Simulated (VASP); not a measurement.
Runs of VASP 6.6.1 on HfO2. The structure is that of space group P4_2/mnm (No. 136), or close to it. The cells are those of the table. 

```csv
cell,gap on the mesh (eV),pressure (GPa),largest force (eV/Å)
"a = 4.748, b = 4.748, c = 3.162 Å, 6 atoms",4.03,(b),0.11
"a = 4.814, b = 4.814, c = 3.205 Å, 6 atoms",3.87,(c),0.03
"a = 4.939, b = 4.939, c = 3.289 Å, 6 atoms",3.58,-16.1,0.26
"a = 4.682, b = 4.682, c = 3.118 Å, 6 atoms",4.19,22.3,0.27
"a = 4.877, b = 4.877, c = 3.248 Å, 6 atoms",3.72,(a),0.15
"a = 4.613, b = 4.613, c = 3.072 Å, 6 atoms",4.37,38.3,0.46
"a = 4.999, b = 4.999, c = 3.329 Å, 6 atoms",3.45,-21.6,0.35
```

Alike in all rows: task single point; level PBEsol; potentials or basis VASP PAW PBE potentials, release 64 (Hf_pv, O); no spin polarisation; k mesh 4 × 4 × 6; cutoff (eV) 520; smearing gaussian 0.01 eV.

Fill in the values left out.

(a) -9.3; (b) 9.5; (c) -0.9.

Caveats: the PAW data sets were made with another functional, which shifts forces and pressure a little; spin-orbit coupling is left out, which moves the levels of the heavy elements; the cell stands under pressure (at least some runs); the cell stands under tension (at least some runs).

A k mesh can miss the band edges, and the runs leave out spin-orbit coupling on Hf.
